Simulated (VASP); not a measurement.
A run of VASP 6.6.1:

The input POSCAR:

```
AgCl
1.0
    3.4064539236      0.0000000000      0.0000000000
    0.0000000000      3.4064539236      0.0000000000
    0.0000000000      0.0000000000      3.3859262507
Ag Cl
1 1
Direct
    0.0000000000      0.0000000000      0.0000000000
    0.5000000000      0.5000000000      0.5000000000
```

Contents of INCAR.step1:

```
PREC = Accurate
ENCUT = 520
ISMEAR = 0
SIGMA = 0.01
LREAL = F
LASPH = T
NELM = 100
NBANDS = 16
GGA = PE
ALGO = Normal
EDIFF = 1E-4
LWAVE = T
LCHARG = F
```

INCAR.step2

```
PREC = Accurate
ENCUT = 520
EDIFF = 1E-6
ISMEAR = 0
SIGMA = 0.01
LREAL = F
LASPH = T
NELM = 100
ALGO = Normal
ISIF = 2
LWAVE = F
LCHARG = F
METAGGA = R2SCAN
LMIXTAU = T
NBANDS = 16
ISTART = 1
```

Contents of KPOINTS:

```
regular mesh
0
Gamma
  8 8 8
```

Potentials or basis: VASP PAW PBE potentials, release 64 (Ag, Cl).

Command:

```bash
$ cat potpaw_PBE.64/Ag/POTCAR potpaw_PBE.64/Cl/POTCAR > POTCAR
$ cp INCAR.step1 INCAR
$ mpirun -np 1 vasp_std > vasp.out
$ cp INCAR.step2 INCAR
$ mpirun -np 1 vasp_std > vasp.out
```

Hardware: 1 thread of Intel(R) Xeon(R) Platinum 8259CL CPU @ 2.50GHz (Skylake/Cascade Lake) (shared host).

**Question.** How long does it take, and how much memory?

**Answer.** Wall time 2.4 min on 1 thread of Intel(R) Xeon(R) Platinum 8259CL CPU @ 2.50GHz (Skylake/Cascade Lake), with other jobs on the host, peak memory 0.19 GiB. Counts: k points 75.
